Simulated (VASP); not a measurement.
Input of a VASP 6.6.1 run:

File INCAR:

```
SYSTEM = C
ALGO = Normal ; EDIFF = 1E-7
ENCUT = 520 ; GGA = PE
ISIF = 2 ; ISMEAR = 0
LASPH = .True. ; LCHARG = .False.
LREAL = .False. ; LWAVE = .False.
NBANDS = 16 ; NELM = 60
PREC = Accurate ; SIGMA = 0.15
```

File KPOINTS:

```
k-points
0
Gamma
  18 18 6
  0 0 0
```

The input POSCAR:

```
C
1.0
    2.5239931184      0.0000000000      0.0000000000
   -1.2619965592      2.1360716891      0.0000000000
    0.0000000000      0.0000000000      8.5653080463
C
4
Direct
   -0.1731148902      0.0000000000      0.0025000000
    0.1731148902      0.0000000000      0.5025000000
    0.1602151513      0.6666666667      0.0025000000
    0.8397848487      0.3333333333      0.5025000000
```

Potentials or basis: VASP PAW PBE potentials, release 64 (C).

Launch:

```bash
$ cat potpaw_PBE.64/C/POTCAR > POTCAR
$ mpirun -np 1 vasp_std > vasp.out
```

What does it give for the pressure?

-6.6 GPa.

Predict the largest force.

0.180 eV/Å.

Stress tensor (GPa, compression positive):
```
-17.43  -0.02   0.00
 -0.02  -2.49   0.00
  0.00   0.00   0.02
```

Caveat: the cell differs from its parent crystal (atoms displaced along a vibrational mode, the cell strained); the stress differs along the axes, from -17 to 0 GPa; this functional lacks dispersion, which binds layers or chains, so the pressure and a relaxed spacing across them are unreliable.
